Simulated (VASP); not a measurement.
A run of VASP 6.6.1:

The input INCAR:

```
SYSTEM = Ga2O3
PREC     = Accurate       ! precision mode
ENCUT    = 520            ! plane-wave cutoff, eV
EDIFF    = 1E-6           ! SCF threshold, eV
ISMEAR   = 0              ! smearing method
SIGMA    = 0.02           ! smearing width, eV
LREAL    = .False.        ! projectors in reciprocal space
LASPH    = .True.         ! aspherical terms in the spheres
NELM     = 100            ! most SCF steps
ALGO     = Normal         ! electronic algorithm
ISIF     = 2              ! what is computed and relaxed
LWAVE    = .False.        ! write WAVECAR
LCHARG   = .False.        ! write CHGCAR
NBANDS   = 55             ! bands
```

File KPOINTS:

```
regular mesh
0
Gamma
  6 6 6
  0 0 0
```

Contents of POSCAR:

```
Ga2O3
1.0
    2.4749585608      1.4289179913      4.4352344477
   -2.4749585608      1.4289179913      4.4352344477
    0.0000000000     -2.8578359827      4.4352344477
Ga O
4 6
Direct
    0.8557775357      0.8557775357      0.8557775357
    0.6442224643      0.6442224643      0.6442224643
    0.1442224643      0.1442224643      0.1442224643
    0.3557775357      0.3557775357      0.3557775357
    0.0527598063      0.4472401937      0.7500000000
    0.7500000000      0.0527598063      0.4472401937
    0.4472401937      0.7500000000      0.0527598063
    0.9472401937      0.5527598063      0.2500000000
    0.2500000000      0.9472401937      0.5527598063
    0.5527598063      0.2500000000      0.9472401937
```

Potentials or basis: VASP PAW LDA potentials, release 64 (Ga_d, O).

Run with:

```console
$ cat potpaw_LDA.64/Ga_d/POTCAR potpaw_LDA.64/O/POTCAR > POTCAR
$ mpirun -np 1 vasp_std > vasp.out
```

Hardware: 1 thread of AMD EPYC 7R13, with other jobs on the host.

Q: How long does it take, and how much memory?

A: Wall time 4.7 min on 1 thread of AMD EPYC 7R13, on a shared host, peak memory 0.24 GiB. Counts: scf iterations 14, k points 32.
